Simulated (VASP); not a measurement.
# C (Fd-3m) in VASP: a series of runs

C is run at these levels: LDA; tasks: single point.

All numbers are computed with VASP 6.6.1; they aren't measurements. Logs are shortened: lines on timing, memory, paths and dates and some standing lists are left out, and cuts for length are marked.

## 1. The cell of the first run

It takes space group Fd-3m (No. 227, cubic). The conventional cell has a = 3.532 Å, b = 3.532 Å, c = 3.532 Å, α = 90.00°, β = 90.00°, γ = 90.00°. C (site symmetry -43m) has 4 C at 1.53 Å within 2.0 Å.

## 2. Single point, LDA

Contents of INCAR:

```
ALGO     = Normal         # electronic algorithm
EDIFF    = 1E-6           # SCF threshold, eV
ENCUT    = 600            # plane-wave cutoff, eV
GGA      = CA             # functional
GGA_COMPAT= False        
ISIF     = 2              # what is computed and relaxed
ISMEAR   = 0              # smearing method
LASPH    = True           # aspherical terms in the spheres
LCHARG   = True           # write CHGCAR
LELF     = True           # ELF
LREAL    = False          # projectors in reciprocal space
LVHAR    = True         
LWAVE    = False          # write WAVECAR
NBANDS   = 11             # bands
NELM     = 120            # most SCF steps
PREC     = Accurate       # precision mode
SIGMA    = 0.02           # smearing width, eV
```

Contents of KPOINTS:

```
k-points
0
Gamma
  12 12 12
```

Contents of POSCAR:

```
C
1.0
    0.0000000000      1.7658687231      1.7658687231
    1.7658687231      0.0000000000      1.7658687231
    1.7658687231      1.7658687231      0.0000000000
C
2
Direct
    0.5000000000      0.5000000000      0.5000000000
    0.7500000000      0.7500000000      0.7500000000
```

Potentials or basis: VASP PAW LDA potentials, release 64 (C).

Started as:

```console
cat potpaw_LDA.64/C/POTCAR > POTCAR
mpirun -np 1 vasp_std > vasp.out
```

OUTCAR:

```text
EDIFF = 1E-6
   ENCUT = 600
   GGA = CA
   ISIF = 2
   ISMEAR = 0
   LASPH = True
   LREAL = False
   NELM = 120
   PREC = Accurate

 ion  position               nearest neighbor table
   1  0.500  0.500  0.500-   2 1.53   2 1.53   2 1.53   2 1.53
   2  0.750  0.750  0.750-   1 1.53   1 1.53   1 1.53   1 1.53

  LATTYP: Found a face centered cubic cell.
 ALAT       =     3.5317374462

  Lattice vectors:

 A1 = (   0.0000000000,   1.7658687231,   1.7658687231)
 A2 = (   1.7658687231,   0.0000000000,   1.7658687231)
 A3 = (   1.7658687231,   1.7658687231,   0.0000000000)

Analysis of symmetry for initial positions (statically):
=====================================================================
 Subroutine PRICEL returns:
 Original cell was already a primitive cell.

 Routine SETGRP: Setting up the symmetry group for a
 face centered cubic supercell.

 Subroutine GETGRP returns: Found 48 space group operations
 (whereof 24 operations were pure point group operations)
 out of a pool of 48 trial point group operations.

The static configuration has the point symmetry T_d .
 The point group associated with its full space group is O_h .

Analysis of symmetry for dynamics (positions and initial velocities):
=====================================================================
 Subroutine PRICEL returns:
 Original cell was already a primitive cell.

 Routine SETGRP: Setting up the symmetry group for a
 face centered cubic supercell.

 Subroutine GETGRP returns: Found 48 space group operations
 (whereof 24 operations were pure point group operations)
 out of a pool of 48 trial point group operations.

The dynamic configuration has the point symmetry T_d .
 The point group associated with its full space group is O_h .

 Subroutine INISYM returns: Found 48 space group operations
 (whereof 24 operations are pure point group operations),
 and found     1 'primitive' translations

----------------------------------------------------------------------------------------

                                     Primitive cell

  volume of cell :      11.0130

  direct lattice vectors                    reciprocal lattice vectors
     0.000000000  1.765868723  1.765868723    -0.283146756  0.283146756  0.283146756
     1.765868723  0.000000000  1.765868723     0.283146756 -0.283146756  0.283146756
     1.765868723  1.765868723  0.000000000     0.283146756  0.283146756 -0.283146756

  length of vectors
     2.497315498  2.497315498  2.497315498     0.490424567  0.490424567  0.490424567

  position of ions in fractional coordinates (direct lattice)
     0.500000000  0.500000000  0.500000000
     0.750000000  0.750000000  0.750000000

  ion indices of the primitive-cell ions
   primitive index   ion index
                 1           1
                 2           2

----------------------------------------------------------------------------------------

 KPOINTS: k-points

Automatic generation of k-mesh.
 Grid dimensions read from file:
 generate k-points for:   12   12   12

 Generating k-lattice:

  Cartesian coordinates                     Fractional coordinates (reciprocal lattice)
    -0.023595563  0.023595563  0.023595563     0.083333333  0.000000000  0.000000000
     0.023595563 -0.023595563  0.023595563     0.000000000  0.083333333  0.000000000
     0.023595563  0.023595563 -0.023595563     0.000000000  0.000000000  0.083333333

  Length of vectors
     0.040868714  0.040868714  0.040868714

  Shift w.r.t. Gamma in fractional coordinates (k-lattice)
     0.000000000  0.000000000  0.000000000

 Subroutine IBZKPT returns following result:
 ===========================================

 Found     72 irreducible k-points:

 Following reciprocal coordinates:
            Coordinates               Weight
  0.000000  0.000000  0.000000      1.000000
  0.083333  0.000000  0.000000      8.000000
  0.166667  0.000000  0.000000      8.000000
  0.250000  0.000000  0.000000      8.000000
  0.333333  0.000000  0.000000      8.000000
  0.416667  0.000000  0.000000      8.000000
[... 16 lines left out ...]
  0.500000  0.166667  0.000000     24.000000
 -0.416667  0.166667  0.000000     24.000000
 [... further k-points ...]
   k-points           NKPTS =     72   k-points in BZ     NKDIM =     72   number of bands    NBANDS=     11
   number of dos      NEDOS =    301   number of ions     NIONS =      2
   total plane-waves  NPLWV =   8000
   dimension x,y,z NGX =    20 NGY =   20 NGZ =   20
   dimension x,y,z NGXF=    40 NGYF=   40 NGZF=   40
   ions per type =               2
   NGX,Y,Z   is equivalent  to a cutoff of  13.31, 13.31, 13.31 a.u.
   NGXF,Y,Z  is equivalent  to a cutoff of  26.63, 26.63, 26.63 a.u.
 SYSTEM =  unknown system
   PREC   = accura    normal or accurate (medium, high low for compatibility)
   ISTART =      0    job   : 0-new  1-cont  2-samecut
   ICHARG =      2    charge: 1-file 2-atom 10-const
   ISPIN  =      1    spin polarized calculation?
   LNONCOLLINEAR =      F non collinear calculations
   LSORBIT =      F    spin-orbit coupling
   LASPH  =      T    aspherical Exc in radial PAW
   ENCUT  =  600.0 eV  44.10 Ry    6.64 a.u.   4.99  4.99  4.99*2*pi/ulx,y,z
   NELM   =    120;   NELMIN=  2; NELMDL= -5     # of ELM steps
   EDIFF  = 0.1E-05   stopping-criterion for ELM
   LREAL  =      F    real-space projection
   EDIFFG = 0.1E-04   stopping-criterion for IOM
   NSW    =      0    number of steps for IOM
   IBRION =     -1    ionic relax: 0-MD 1-quasi-New 2-CG
   NFREE  =      0    steps in history (QN), initial steepest desc. (CG)
   ISIF   =      2    stress and relaxation
   ISYM   =      2    0-nonsym 1-usesym 2-fastsym
   POTIM  = 0.5000    time-step for ionic-motion
   TEBEG  =    0.0;   TEEND  =   0.0 temperature during run
   PSTRESS=    0.0 pullay stress
   NELECT =       8.0000    total number of electrons
   NUPDOWN=      -1.0000    fix difference up-down
   EMIN   =  10.00;   EMAX   =-10.00  energy-range for DOS
   EFERMI =   0.00;   METHOD = LEGACY
   ISMEAR =     0;   SIGMA  =   0.02  broadening in eV -4-tet -1-fermi 0-gaus
   EFERMI_NEDOS =   21; number of points for ismear=-14 and -15
   IALGO  =     38    algorithm
   IMIX   =      4    mixing-type and parameters
     AMIX     =   0.40;   BMIX     =  1.00
     AMIX_MAG =   1.60;   BMIX_MAG =  1.00
  volume/ion in A,a.u.               =       5.51        37.16
  Fermi-wavevector in a.u.,A,eV,Ry     =   1.471645  2.781006 29.466671  2.165739
  Thomas-Fermi vector in A             =   2.586756
   LORBIT       =      0    0 simple, 1 ext, 2 COOP (PROOUT), +10 PAW based schemes
   GGA     = CA    functional components
   LHFCALC =     F    Hartree Fock is set to
   AEXX    =    0.0000 exact exchange contribution
   IVDW    =     0    specifies the selected vdW correction
   LEPSILON=     F    determine dielectric tensor
   LRPA    =     F    only Hartree local field effects (RPA)
 non-spin polarized calculation
 Gauss-broadening in eV      SIGMA  =   0.02
  energy-cutoff  :      600.00
  volume of cell :       11.01
 maximum number of plane-waves:       380
   NGX =  9   NGY =  9   NGZ =  9

 number of electron       7.9999998 magnetization

 Free energy of the ion-electron system (eV)
  ---------------------------------------------------
  ext. energy  EPLUGINS =         0.00000000
  ---------------------------------------------------
  free energy    TOTEN  =       -20.25207208 eV

  energy without entropy =      -20.25207208  energy(sigma->0) =      -20.25207208

 E-fermi :  10.4175     XC(G=0): -13.6432

 val. band max:       10.1596156710   @ k =   0.0000   0.0000   0.0000
 cond. band min:      14.3570356104   @ k =   0.3333   0.3333   0.0000
 fundamental gap:      4.1974199395
 Fermi energy:        10.4174687109

 k-point     1 :       0.0000    0.0000    0.0000
  band No.  band energies     occupation
      1     -11.5564      2.00000
      2      10.1596      2.00000
      3      10.1596      2.00000
      4      10.1596      2.00000
      5      15.7858      0.00000
      6      15.7858      0.00000
      7      15.7858      0.00000
      8      24.3973      0.00000
      9      29.5566      0.00000
     10      37.1246      0.00000
     11      37.1246      0.00000

 k-point     2 :       0.0833    0.0000    0.0000
  band No.  band energies     occupation
      1     -11.3606      2.00000
      2       8.9181      2.00000
      3       9.8271      2.00000
      4       9.8271      2.00000
      5      16.2204      0.00000
      6      16.2204      0.00000
      7      16.5390      0.00000
      8      24.5053      0.00000
      9      29.8683      0.00000
     10      34.7964      0.00000
     11      34.7964      0.00000

 k-point     3 :       0.1667    0.0000    0.0000
  band No.  band energies     occupation
      1     -10.7749      2.00000
      2       6.3576      2.00000
      3       9.1078      2.00000
      4       9.1078      2.00000
      5      17.1594      0.00000
      6      17.1594      0.00000
      7      17.7324      0.00000
      8      24.8102      0.00000
      9      30.5197      0.00000
     10      33.1515      0.00000
     11      33.1515      0.00000

 k-point     4 :       0.2500    0.0000    0.0000
  band No.  band energies     occupation
      1      -9.8067      2.00000
      2       3.4843      2.00000
      3       8.3689      2.00000
      4       8.3689      2.00000
      5      18.0252      0.00000
      6      18.0252      0.00000
      7      18.6274      0.00000
      8      25.2283      0.00000
      9      30.9613      0.00000
     10      32.7249      0.00000
     11      32.7249      0.00000
[... 239 lines left out ...]
 k-point    22 :       0.4167    0.1667    0.0000
  band No.  band energies     occupation
      1      -7.2914      2.00000
      2       0.2593      2.00000
      3       5.8471      2.00000
      4       5.9958      2.00000
      5      16.8967      0.00000
      6      21.2818      0.00000
      7      21.6370      0.00000
      8      22.9793      0.00000
      9      31.2790      0.00000
     10      32.9601      0.00000
     11      37.8443      0.00000

 k-point    23 :       0.5000    0.1667    0.0000
  band No.  band energies     occupation
      1      -5.6361      2.00000
      2      -2.0625      2.00000
      3       5.1083      2.00000
      4       6.0883      2.00000
      5      17.3098      0.00000
      6      20.9969      0.00000
      7      21.8230      0.00000
      8      24.5725      0.00000
      9      30.3492      0.00000
     10      34.2647      0.00000
     11      36.9998      0.00000

 k-point    24 :      -0.4167    0.1667    0.0000
  band No.  band energies     occupation
      1      -5.1620      2.00000
      2      -2.6247      2.00000
      3       4.6044      2.00000
      4       6.4791      2.00000
      5      17.7561      0.00000
      6      20.4974      0.00000
      7      21.8064      0.00000
      8      25.7573      0.00000
      9      29.6623      0.00000
     10      34.5512      0.00000
     11      34.9735      0.00000

 [... further k-points ...]
[... 5 lines left out ...]
  --------------------------------------------------------------------------------------
  -------------------------------------------------------------------------------------
  Total        0.0571782      0.0571782      0.0571782     -0.0000000     -0.0000000     -0.0000000
  in kB        8.3183266      8.3183266      8.3183266     -0.0000000     -0.0000000     -0.0000000
  external PRESSURE =       8.3183266 kB  Pullay stress =       0.0000000 kB

 VOLUME and BASIS-vectors are now :
 -----------------------------------------------------------------------------
  energy-cutoff  :      600.00
  volume of cell :       11.01
      direct lattice vectors                 reciprocal lattice vectors
     0.000000000  1.765868723  1.765868723    -0.283146756  0.283146756  0.283146756
     1.765868723  0.000000000  1.765868723     0.283146756 -0.283146756  0.283146756
     1.765868723  1.765868723  0.000000000     0.283146756  0.283146756 -0.283146756

 POSITION                                       TOTAL-FORCE (eV/Angst)
 -----------------------------------------------------------------------------------
      1.76587      1.76587      1.76587         0.000000     -0.000000      0.000000
      2.64880      2.64880      2.64880        -0.000000      0.000000     -0.000000
 -----------------------------------------------------------------------------------
    total drift:                                0.000000     -0.000000      0.000000

  FREE ENERGIE OF THE ION-ELECTRON SYSTEM (eV)
  ---------------------------------------------------
  free  energy   TOTEN  =       -20.2520720795 eV

  energy  without entropy=      -20.2520720795  energy(sigma->0) =      -20.25207208
```

Wall time 6.2 s (1 thread of AMD EPYC 7R13 (Zen 3), shared host); peak memory 0.08 GiB.

What came out:

| Property | Result |
| --- | --- |
| Free energy | -20.2521 eV |
| Pressure | 0.8 GPa |
| Band gap on the k mesh | 4.20 eV (least direct gap 5.63 eV) |

A k mesh can miss the band edges. Expect the measured gap to be larger: semilocal functionals such as LDA lack the derivative discontinuity.

## 3. Single point, LDA

This run uses another cell than the first one, of 5.43 Å³/atom.

Contents of INCAR:

```
SYSTEM = C
PREC = Accurate
ENCUT = 600
EDIFF = 1E-6
ISMEAR = 0
SIGMA = 0.01
LREAL = .False.
LASPH = .True.
NELM = 120
ALGO = Normal
ISIF = 2
LWAVE = .False.
LCHARG = .False.
NBANDS = 11
GGA_COMPAT = .False.
```

Contents of KPOINTS:

```
Automatic mesh
0
Gamma
  12 12 12
  0 0 0
```

Contents of POSCAR:

```
C
1.0
    0.0000000000      1.7573064923      1.7573064923
    1.7573064923      0.0000000000      1.7573064923
    1.7573064923      1.7573064923      0.0000000000
C
2
Direct
    0.5000000000      0.5000000000      0.5000000000
    0.7500000000      0.7500000000      0.7500000000
```

Potentials or basis: VASP PAW LDA potentials, release 64 (C).

Started as:

```console
cat potpaw_LDA.64/C/POTCAR > POTCAR
mpirun -np 1 vasp_std > vasp.out
```

Run time: 5.7 s. Hardware: 1 thread of AMD EPYC 7R13 (Zen 3), shared host; peak memory 0.08 GiB.

The run converged. Its results:

| Property | Result |
| --- | --- |
| Free energy | -20.2469 eV |
| Pressure | 7.9 GPa |
| Band gap on the k mesh | 4.23 eV (least direct gap 5.67 eV) |

Levels at points of the mesh, in eV from the valence-band top:
```csv
k point,band 1,band 2,band 3,band 4,band 5,band 6,band 7,band 8,band 9
"(0.00, 0.00, 0.00)",-21.92,0.00,0.00,0.00,5.67,5.67,5.67,14.58,19.59
"(0.50, 0.00, 0.00)",-15.82,-13.86,-2.90,-2.90,8.57,8.57,9.62,15.80,22.17
"(0.50, 0.50, 0.00)",-12.93,-12.93,-6.56,-6.56,4.81,4.81,17.30,17.30,23.76
```

Caveat: the cell stands under pressure.

## 4. Single point, LDA

This run uses another cell than the first one, of 5.31 Å³/atom.

Contents of INCAR:

```
  PREC = Accurate
  ENCUT = 600
  EDIFF = 1E-6
  ISMEAR = 0
  SIGMA = 0.01
  LREAL = False
  LASPH = True
  NELM = 120
  ALGO = Normal
  ISIF = 2
  LWAVE = False
  LCHARG = False
  NBANDS = 11
  GGA_COMPAT = False
```

Contents of KPOINTS:

```
Automatic mesh
0
Gamma
  12 12 12
```

Contents of POSCAR:

```
C
1.0
    0.0000000000      1.7447528145      1.7447528145
    1.7447528145      0.0000000000      1.7447528145
    1.7447528145      1.7447528145      0.0000000000
C
2
Direct
    0.5000000000      0.5000000000      0.5000000000
    0.7500000000      0.7500000000      0.7500000000
```

Started as:

```console
cat potpaw_LDA.64/C/POTCAR > POTCAR
mpirun -np 1 vasp_std > vasp.out
```

It took 5.7 s on 1 thread of AMD EPYC 7R13 (Zen 3), shared host; peak memory 0.08 GiB.

It converged, with:

```
Free energy            : -20.2263 eV
Pressure               : 19.0 GPa
Band gap on the k mesh : 4.29 eV (least direct gap 5.73 eV)
```

Levels at points of the mesh, in eV from the valence-band top:
```csv
k point,band 1,band 2,band 3,band 4,band 5,band 6,band 7,band 8
"(0.00, 0.00, 0.00)",-22.21,0.00,0.00,0.00,5.73,5.73,5.73,15.09
"(0.50, 0.00, 0.00)",-15.98,-14.11,-2.96,-2.96,8.66,8.66,9.93,16.00
"(0.50, 0.50, 0.00)",-13.08,-13.08,-6.70,-6.70,4.85,4.85,17.64,17.64
```

Caveat: the cell stands under pressure.

## 5. Overview

| cell | smearing | gap on the mesh (eV) | pressure (GPa) |
| --- | --- | --- | --- |
| a = 2.497 Å, angles 60.0°, 2 atoms | gaussian 0.02 eV | 4.20 | 0.8 |
| a = 2.485 Å, angles 60.0°, 2 atoms | gaussian 0.01 eV | 4.23 | 7.9 |
| a = 2.467 Å, angles 60.0°, 2 atoms | gaussian 0.01 eV | 4.29 | 19.0 |

Alike in all rows: task single point; level LDA; potentials or basis VASP PAW LDA potentials, release 64 (C); no spin polarisation; k mesh 12 × 12 × 12; cutoff (eV) 600.

Caveats: the cell stands under pressure (at least some runs).

Absolute energies hang on the potentials; compare differences alone.
